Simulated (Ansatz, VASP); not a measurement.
Pt: VASP beside Ansatz

Contents of INCAR:

```
SYSTEM = Pt
PREC = Accurate
ENCUT = 520
EDIFF = 1E-6
ISMEAR = 0
SIGMA = 0.15
LREAL = .FALSE.
LASPH = .TRUE.
NELM = 80
ALGO = Fast
ISIF = 2
LWAVE = .FALSE.
LCHARG = .TRUE.
LELF = .TRUE.
LVHAR = .TRUE.
NBANDS = 11
```

Contents of KPOINTS:

```
Automatic mesh
0
G
  22 22 22
  0 0 0
```

File POSCAR:

```
Pt
1.0
   -1.5296329591      1.5296329591      1.5296329591
    1.5296329591     -1.5296329591      1.5296329591
    1.5296329591      1.5296329591     -1.5296329591
Pt
1
Direct
    0.0000000000      0.0000000000      0.0000000000
```

Input for Ansatz:

```yaml
crystal:
  lattice:
    - [-1.5296329591, 1.5296329591, 1.5296329591]
    - [1.5296329591, -1.5296329591, 1.5296329591]
    - [1.5296329591, 1.5296329591, -1.5296329591]
  atoms:
    - { symbol: Pt, position: [0.0, 0.0, 0.0] }
basis:
  ecutwfc: 420
kpoints:
  mp_grid: { grid: [22, 22, 22] }
hamiltonian:
  xc: lda
  pseudopotentials: { kind: paw, azcp: { folder: soft_1 } }
scf:
  occupations: { method: gaussian, width: 0.15 }
output:
  forces: true
  stress: true
  eigenvalues: true
  write_density: true
  write_potential: true
  elf: true
  volumetric_format: npy
```

Alike in both runs: task single point; functional LDA; k mesh 22 × 22 × 22; occupations gaussian, width 0.15 eV; no spin polarisation.

|  | VASP | Ansatz |
| --- | --- | --- |
| version | VASP 6.6.1 | Ansatz 0.2.0 |
| potentials or method | VASP PAW LDA potentials, release 64 (Pt), cutoff 520 eV | scalar-relativistic, plane waves, PAW |
| valence electrons in the cell | 10 | 18 |

```csv
,VASP,Ansatz,Ansatz less VASP
gap on the k mesh at the Fermi level (eV),none,none,-
pressure (GPa),14.8,13.7,-1.11
```

Ansatz warns that its potentials were made for another functional, while VASP's fit it. LDA's correlation is that of Perdew and Zunger in VASP and of Perdew and Wang (1992) in Ansatz. A gap of «none» marks a metal or a gap that the smearing closes. VASP's potentials hold 10 valence electrons a cell and Ansatz's 18, so a difference there can come from the potentials and not from the codes.

Neither program's run includes spin-orbit coupling.
